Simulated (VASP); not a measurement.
# BiTe (I4/mmm) in VASP: single point with PBE

Aim: the single point of BiTe with PBE.

Program: VASP 6.6.1. These are calculated values, not measurements. Logs are shortened: lines on timing, memory, paths and dates and some standing lists are left out, and cuts for length are marked.

## Step 1: The cell of the first run

It takes space group I4/mmm (No. 139, tetragonal). Conventional cell: a = 4.598 Å, b = 4.598 Å, c = 6.958 Å, α = 90.00°, β = 90.00°, γ = 90.00°. Within 4.3 Å of Bi (site symmetry 4/mmm) lie 6 Te at 3.25 to 3.48 Å. Te (site symmetry 4/mmm) has 6 Bi at 3.25 to 3.48 Å within 4.3 Å.

## Step 2: Single point, PBE (mode 6 frozen in at +0.000 Å, normal strain along z +0.0700)

File INCAR:

```
ALGO = Normal ; EDIFF = 1E-6
ENCUT = 520 ; GGA = PE
ISIF = 2 ; ISMEAR = 0
LASPH = True ; LCHARG = False
LREAL = False ; LWAVE = False
NBANDS = 18 ; NELM = 80
PREC = Accurate ; SIGMA = 0.15
```

File KPOINTS:

```
k-points
0
Gamma
  12 12 12
```

File POSCAR:

```
BiTe
1.0
    0.0000000000      3.2511939987      3.4787775786
    3.2511939987      0.0000000000      3.4787775786
    3.2511939987      3.2511939987      0.0000000000
Bi Te
1 1
Direct
    0.0000000000      0.0000000000      0.0000000000
    0.5000000000      0.5000000000      0.5000000000
```

Potentials or basis: VASP PAW PBE potentials, release 64 (Bi_d, Te).

Command:

```sh
$ cat potpaw_PBE.64/Bi_d/POTCAR potpaw_PBE.64/Te/POTCAR > POTCAR
$ mpirun -np 1 vasp_std > vasp.out
```

OUTCAR:

```text
EDIFF = 1E-6
   ENCUT = 520
   GGA = PE
   ISIF = 2
   ISMEAR = 0
   LASPH = True
   LREAL = False
   NELM = 80
   PREC = Accurate

 ion  position               nearest neighbor table
   1  0.000  0.000  0.000-   2 3.25   2 3.25   2 3.25   2 3.25   2 3.48   2 3.48
   2  0.500  0.500  0.500-   1 3.25   1 3.25   1 3.25   1 3.25   1 3.48   1 3.48

  LATTYP: Found a body centered tetragonal cell.
 ALAT       =     4.5978826469
 C/A-ratio  =     1.5132085117

  Lattice vectors:

 A1 = (  -3.2511939987,   0.0000000000,   3.4787775786)
 A2 = (   3.2511939987,   0.0000000000,   3.4787775786)
 A3 = (   0.0000000000,   3.2511939987,  -3.4787775786)

Analysis of symmetry for initial positions (statically):
=====================================================================
 Subroutine PRICEL returns:
 Original cell was already a primitive cell.

 Routine SETGRP: Setting up the symmetry group for a
 body centered tetragonal supercell.

 Subroutine GETGRP returns: Found 16 space group operations
 (whereof 16 operations were pure point group operations)
 out of a pool of 16 trial point group operations.

The static configuration has the point symmetry D_4h.

Analysis of symmetry for dynamics (positions and initial velocities):
=====================================================================
 Subroutine PRICEL returns:
 Original cell was already a primitive cell.

 Routine SETGRP: Setting up the symmetry group for a
 body centered tetragonal supercell.

 Subroutine GETGRP returns: Found 16 space group operations
 (whereof 16 operations were pure point group operations)
 out of a pool of 16 trial point group operations.

The dynamic configuration has the point symmetry D_4h.

 Subroutine INISYM returns: Found 16 space group operations
 (whereof 16 operations are pure point group operations),
 and found     1 'primitive' translations

----------------------------------------------------------------------------------------

                                     Primitive cell

  volume of cell :      73.5432

  direct lattice vectors                    reciprocal lattice vectors
     0.000000000  3.251193999  3.478777579    -0.153789654  0.153789654  0.143728649
     3.251193999  0.000000000  3.478777579     0.153789654 -0.153789654  0.143728649
     3.251193999  3.251193999  0.000000000     0.153789654  0.153789654 -0.143728649

  length of vectors
     4.761528731  4.761528731  4.597882647     0.260692232  0.260692232  0.260692232

[... 73 lines left out ...]
   ICHARG =      2    charge: 1-file 2-atom 10-const
   ISPIN  =      1    spin polarized calculation?
   LNONCOLLINEAR =      F non collinear calculations
   LSORBIT =      F    spin-orbit coupling
   LASPH  =      T    aspherical Exc in radial PAW
   ENCUT  =  520.0 eV  38.22 Ry    6.18 a.u.   8.85  8.85  8.55*2*pi/ulx,y,z
   NELM   =     80;   NELMIN=  2; NELMDL= -5     # of ELM steps
   EDIFF  = 0.1E-05   stopping-criterion for ELM
   LREAL  =      F    real-space projection
   EDIFFG = 0.1E-04   stopping-criterion for IOM
   NSW    =      0    number of steps for IOM
   IBRION =     -1    ionic relax: 0-MD 1-quasi-New 2-CG
   NFREE  =      0    steps in history (QN), initial steepest desc. (CG)
   ISIF   =      2    stress and relaxation
   ISYM   =      2    0-nonsym 1-usesym 2-fastsym
   POTIM  = 0.5000    time-step for ionic-motion
   TEBEG  =    0.0;   TEEND  =   0.0 temperature during run
   PSTRESS=    0.0 pullay stress
   NELECT =      21.0000    total number of electrons
   NUPDOWN=      -1.0000    fix difference up-down
   EMIN   =  10.00;   EMAX   =-10.00  energy-range for DOS
   EFERMI =   0.00;   METHOD = LEGACY
   ISMEAR =     0;   SIGMA  =   0.15  broadening in eV -4-tet -1-fermi 0-gaus
   EFERMI_NEDOS =   21; number of points for ismear=-14 and -15
   IALGO  =     38    algorithm
   IMIX   =      4    mixing-type and parameters
     AMIX     =   0.40;   BMIX     =  1.00
     AMIX_MAG =   1.60;   BMIX_MAG =  1.00
  volume/ion in A,a.u.               =      36.77       248.15
  Fermi-wavevector in a.u.,A,eV,Ry     =   1.078037  2.037195 15.812207  1.162164
  Thomas-Fermi vector in A             =   2.213965
   LORBIT       =      0    0 simple, 1 ext, 2 COOP (PROOUT), +10 PAW based schemes
   GGA     = PE    functional components
   LHFCALC =     F    Hartree Fock is set to
   AEXX    =    0.0000 exact exchange contribution
   IVDW    =     0    specifies the selected vdW correction
   LEPSILON=     F    determine dielectric tensor
   LRPA    =     F    only Hartree local field effects (RPA)
 non-spin polarized calculation
 Gauss-broadening in eV      SIGMA  =   0.15
  energy-cutoff  :      520.00
  volume of cell :       73.54
 maximum number of plane-waves:      2028
   NGX = 17   NGY = 17   NGZ = 17

 number of electron      21.0000003 magnetization

 Free energy of the ion-electron system (eV)
  ---------------------------------------------------
  ext. energy  EPLUGINS =         0.00000000
  ---------------------------------------------------
  free energy    TOTEN  =        -7.10062690 eV

  energy without entropy =       -7.08075717  energy(sigma->0) =       -7.09069204

 E-fermi :   5.6825     XC(G=0):  -9.0641

 val. band max:        5.6585347826   @ k =   0.2500   0.0000   0.0833
 cond. band min:       5.6913804622   @ k =   0.2500   0.0000   0.0000
 fundamental gap:      0.0328456796
 Fermi energy:         5.6825095956

 k-point     1 :       0.0000    0.0000    0.0000
  band No.  band energies     occupation
      1     -17.4709      2.00000
      2     -17.4706      2.00000
      3     -17.4475      2.00000
      4     -17.4475      2.00000
      5     -17.4407      2.00000
      6      -7.3352      2.00000
[... 481 lines left out ...]
      5     -17.4406      2.00000
      6      -5.5301      2.00000
[... 10 lines left out ...]
     17      14.2678      0.00000
     18      15.8844      0.00000

 [... further k-points ...]
[... 5 lines left out ...]
  --------------------------------------------------------------------------------------
  -------------------------------------------------------------------------------------
  Total       -0.5536172     -0.5536172     -2.1875931      0.0000000     -0.0000000      0.0000000
  in kB      -12.0608437    -12.0608437    -47.6578774      0.0000000     -0.0000000      0.0000000
  external PRESSURE =     -23.9265216 kB  Pullay stress =       0.0000000 kB

 VOLUME and BASIS-vectors are now :
 -----------------------------------------------------------------------------
  energy-cutoff  :      520.00
  volume of cell :       73.54
      direct lattice vectors                 reciprocal lattice vectors
     0.000000000  3.251193999  3.478777579    -0.153789654  0.153789654  0.143728649
     3.251193999  0.000000000  3.478777579     0.153789654 -0.153789654  0.143728649
     3.251193999  3.251193999  0.000000000     0.153789654  0.153789654 -0.143728649

 POSITION                                       TOTAL-FORCE (eV/Angst)
 -----------------------------------------------------------------------------------
      0.00000      0.00000      0.00000         0.000000     -0.000000      0.000000
      3.25119      3.25119      3.47878        -0.000000      0.000000      0.000000
 -----------------------------------------------------------------------------------
    total drift:                               -0.000000      0.000000      0.000000

  FREE ENERGIE OF THE ION-ELECTRON SYSTEM (eV)
  ---------------------------------------------------
  free  energy   TOTEN  =        -7.1006269010 eV

  energy  without entropy=       -7.0807571702  energy(sigma->0) =       -7.09069204
```

Run time: 2 min. Hardware: 1 thread of AMD EPYC 9R45 (Zen 5), shared host; peak memory 0.33 GiB.

What came out:

- Free energy: -7.1006 eV
- Pressure: -2.4 GPa

Levels at points of the mesh, in eV from the Fermi level:
```
           k point  band 8  band 9  band 10  band 11  band 12  band 13
(0.00, 0.00, 0.00)   -2.61   -2.61    -1.80     1.11     2.45     2.45
(0.50, 0.00, 0.00)   -1.85   -1.71    -1.51    -0.85    -0.48    -0.45
(0.50, 0.50, 0.00)   -4.96   -3.61    -3.61     2.61     3.39     3.39
(0.50, 0.00, 0.50)   -5.22   -4.07    -3.27     2.46     2.52     3.87
```

Caveat: the cell differs from its parent crystal (mode 6 frozen in at +0.000 Å, normal strain along z +0.0700); spin-orbit coupling is left out, which moves the levels of the heavy elements.
